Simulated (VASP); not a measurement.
The system is InP (rocksalt type).

```
In P
1.0
     0.00000    2.57080    2.57080
     2.57080    0.00000    2.57080
     2.57080    2.57080    0.00000
In P
1 1
Direct
  0.00000 0.00000 0.00000
  0.50000 0.50000 0.50000
```

```yaml
Program: VASP 6.6.1
Task: relaxation of cell and atoms
Functional: PBE
Potentials_or_basis: VASP PAW PBE potentials, release 64 (In_d, P)
Cutoff: 600 eV
k_mesh: 13 × 13 × 13
Occupations: fermi-dirac, width 0.05 eV
Spin: no spin polarisation
```

At the start: pressure 28.0 GPa; volume 16.99 Å³/atom.

Task: Where does the relaxation end?

Result: Over 18 steps the energy falls by 300.5 meV/atom and the volume is 21.23 Å³/atom (+25.0 %); space group Fm-3m (No. 225, to 0.05 Å).

Step by step:
```csv
step,energy change (eV),largest force (eV/Å),pressure (GPa),volume (Å³)
1,0.0000,0.0000,28.05,33.98
2,-0.3390,0.0000,-8.42,50.81
3,-0.6010,0.0000,-0.14,42.56
4,-0.6010,0.0000,0.18,42.38
5,-0.6010,0.0000,0.18,42.38
6,-0.6010,0.0000,0.17,42.38
7,-0.6010,0.0000,0.17,42.38
8,-0.6010,0.0000,0.17,42.38
9,-0.6010,0.0000,0.17,42.38
10,-0.6010,0.0000,0.17,42.38
11,-0.6010,0.0000,0.17,42.38
12,-0.6010,0.0000,0.17,42.38
13,-0.6010,0.0000,0.18,42.38
14,-0.6010,0.0000,0.16,42.38
15,-0.6010,0.0000,0.15,42.39
16,-0.6010,0.0000,0.13,42.40
17,-0.6010,0.0000,0.10,42.42
18,-0.6010,0.0000,0.02,42.46
```

Final structure:
```
CELL_PARAMETERS angstrom
0.00000 2.76906 2.76906
2.76906 0.00000 2.76906
2.76906 2.76906 0.00000
ATOMIC_POSITIONS crystal
In 0.00000 0.00000 0.00000
P 0.50000 0.50000 0.50000
```

Caveat: the volume moved by over 15 % at a fixed basis, so the end points are rough.
